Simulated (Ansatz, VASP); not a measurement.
**Two plane-wave programs on PbO**

```xyz
4
Lattice="3.9744 0.0000 0.0000 0.0000 3.9744 0.0000 0.0000 0.0000 17.0000" Properties=species:S:1:pos:R:3 pbc="T T T"
Pb    0.0000    1.9872    9.6807
Pb    1.9872    0.0000    7.3193
O     0.0000    0.0000    8.5000
O     1.9872    1.9872    8.5000
```

Change from the starting cell: species swapped into a sheet of the PbO type.

Alike in both runs: task single point; functional PBE; k mesh 4 × 4 × 1; occupations gaussian, width 0.1 eV; no spin polarisation.

|  | VASP | Ansatz |
| --- | --- | --- |
| version | VASP 6.6.1 | Ansatz 0.2.0 |
| potentials or method | VASP PAW PBE potentials, release 64 (Pb_d, O), cutoff 520 eV | scalar-relativistic, plane waves, PAW |
| valence electrons in the cell | 40 | 40 |

Ansatz gave:

```
gap on the k mesh at the Fermi level (eV) : 2.61
least direct gap on the mesh (eV)         : 2.61
rms of the force components (eV/Å)        : 0.284
```

Q: Estimate VASP's values.

A: gap on the k mesh at the Fermi level (eV): 2.59; least direct gap on the mesh (eV): 2.59; rms of the force components (eV/Å): 0.302.

Atom by atom the forces differ by 0.018 eV/Å (rms over components). With one functional, cell and mesh, what is left measures potentials, basis and numerics. Ansatz's warnings: slab cell height set.

Neither program's run includes spin-orbit coupling.
